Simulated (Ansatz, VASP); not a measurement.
# Two plane-wave programs on SiC

INCAR

```
ALGO = Normal
EDIFF = 1E-7
ENCUT = 520
GGA = PE
ISIF = 2
ISMEAR = 0
LASPH = T
LCHARG = F
LREAL = F
LWAVE = F
NBANDS = 16
NELM = 100
PREC = Accurate
SIGMA = 0.05
```

The input KPOINTS:

```
k-points
0
Gamma
  12 12 6
```

POSCAR

```
SiC
1.0
    3.1490718908      0.0000000000      0.0000000000
   -1.5745359454      2.7271762558      0.0000000000
    0.0000000000      0.0000000000      4.8917682752
Si C
2 2
Direct
    0.3333333333      0.6666666667      0.0045639005
    0.6666666667      0.3333333333      0.5045639005
    0.3333333333      0.6666666667      0.3655166051
    0.6666666667      0.3333333333      0.8655166051
```

Input for Ansatz:

```yaml
crystal:
  lattice:
    - [3.1490718908, 0.0, 0.0]
    - [-1.5745359454, 2.7271762558, 0.0]
    - [0.0, 0.0, 4.8917682752]
  atoms:
    - { symbol: Si, position: [0.3333333333, 0.6666666667, 0.0045639005] }
    - { symbol: Si, position: [0.6666666667, 0.3333333333, 0.5045639005] }
    - { symbol: C, position: [0.3333333333, 0.6666666667, 0.3655166051] }
    - { symbol: C, position: [0.6666666667, 0.3333333333, 0.8655166051] }
basis:
  ecutwfc: 520.0
kpoints:
  mp_grid: { grid: [12, 12, 6] }
hamiltonian:
  xc: pbe
  pseudopotentials: { kind: paw, azcp: { folder: soft_1 } }
scf:
  occupations: { method: gaussian, width: 0.05 }
output:
  forces: true
  stress: true
  eigenvalues: true
```

Alike in both runs: task single point; functional PBE; k mesh 12 × 12 × 6; occupations gaussian, width 0.05 eV; no spin polarisation.

```csv
,VASP,Ansatz
version,VASP 6.6.1,Ansatz 0.2.0
potentials or method,"VASP PAW PBE potentials, release 64 (Si, C), cutoff 520 eV","scalar-relativistic, plane waves, PAW"
valence electrons in the cell,16,16
```

VASP gave:

- gap on the k mesh at the Fermi level (eV): 2.05
- least direct gap on the mesh (eV): 3.30
- pressure (GPa): 3.2
- traceless stress, the component that is largest in VASP (GPa): 30.00
- rms of the force components (eV/Å): 1.439

Q: What did Ansatz give for the same quantities?

A: gap on the k mesh at the Fermi level (eV): 2.05; least direct gap on the mesh (eV): 3.31; pressure (GPa): 3.3; traceless stress, the component that is largest in VASP (GPa): 29.93; rms of the force components (eV/Å): 1.440.

Atom by atom the forces differ by 0.001 eV/Å (rms over components).
